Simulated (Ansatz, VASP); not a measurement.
**One calculation of La, two programs**

File POSCAR:

```
La
1.0
    3.7871652420      0.0000000000      0.0000000000
   -1.8935826210      3.2797813079      0.0000000000
    0.0000000000      0.0000000000     12.0620946415
La
4
Direct
    1.0000000000      0.0000000000      0.0000000000
    1.0000000000      0.0000000000      0.5000000000
    0.3333333333      0.6666666667      0.7500000000
    0.6666666667      0.3333333333      0.2500000000
```

Contents of INCAR.step1:

```
SYSTEM = La
PREC = Accurate
ENCUT = 520
ISMEAR = 1
SIGMA = 0.3
LREAL = .FALSE.
LASPH = .TRUE.
NELM = 100
NBANDS = 30
GGA = PE
ALGO = Normal
EDIFF = 1E-4
LWAVE = .TRUE.
LCHARG = .FALSE.
```

Contents of INCAR.step2:

```
SYSTEM = La
PREC = Accurate
ENCUT = 520
EDIFF = 1E-7
ISMEAR = 1
SIGMA = 0.3
LREAL = .FALSE.
LASPH = .TRUE.
NELM = 100
ALGO = Normal
ISIF = 2
LWAVE = .FALSE.
LCHARG = .TRUE.
METAGGA = R2SCAN
LMIXTAU = .TRUE.
LELF = .TRUE.
LVHAR = .TRUE.
NBANDS = 30
ISTART = 1
```

KPOINTS

```
Automatic mesh
0
G
  10 10 3
  0 0 0
```

Input for Ansatz:

```yaml
crystal:
  lattice:
    - [3.787165242, 0.0, 0.0]
    - [-1.893582621, 3.2797813079, 0.0]
    - [0.0, 0.0, 12.0620946415]
  atoms:
    - { symbol: La, position: [1.0, 0.0, 0.0] }
    - { symbol: La, position: [1.0, 0.0, 0.5] }
    - { symbol: La, position: [0.3333333333, 0.6666666667, 0.75] }
    - { symbol: La, position: [0.6666666667, 0.3333333333, 0.25] }
hamiltonian:
  xc: r2scan
  pseudopotentials:
    kind: paw
    azcp:
      La: "pseudopotentials/La.paw.azcp"
basis:
  ecutwfc: 500
  fft_grid_basis: typed
kpoints:
  mp_grid: { grid: [10, 10, 3], shift: [0, 0, 0] }
magnetization:
  spin_polarized: false
scf:
  occupations: { method: cold, width: 0.3 }
  lower_state_search: "off"
output:
  stress: true
  write_density: true
  write_potential: true
  elf: true
  volumetric_format: npy
```

Alike in both runs: task single point; functional r2SCAN; k mesh 10 × 10 × 3; no spin polarisation.

|  | VASP | Ansatz |
| --- | --- | --- |
| version | VASP 6.6.1 | Ansatz 0.2.0 |
| potentials or method | VASP PAW PBE potentials, release 64 (La), cutoff 520 eV | plane waves (500 eV) with PAW, scalar-relativistic |
| occupations | methfessel-paxton of order 1, width 0.3 eV | cold, width 0.3 eV |
| valence electrons in the cell | 44 | 44 |

VASP gave:

* pressure (GPa): 0.0

Q: What did Ansatz give for the same quantities?

A: Pressure (GPa): -0.1.

VASP's potentials were made for PBE, not for r2SCAN.

Neither program's run includes spin-orbit coupling.
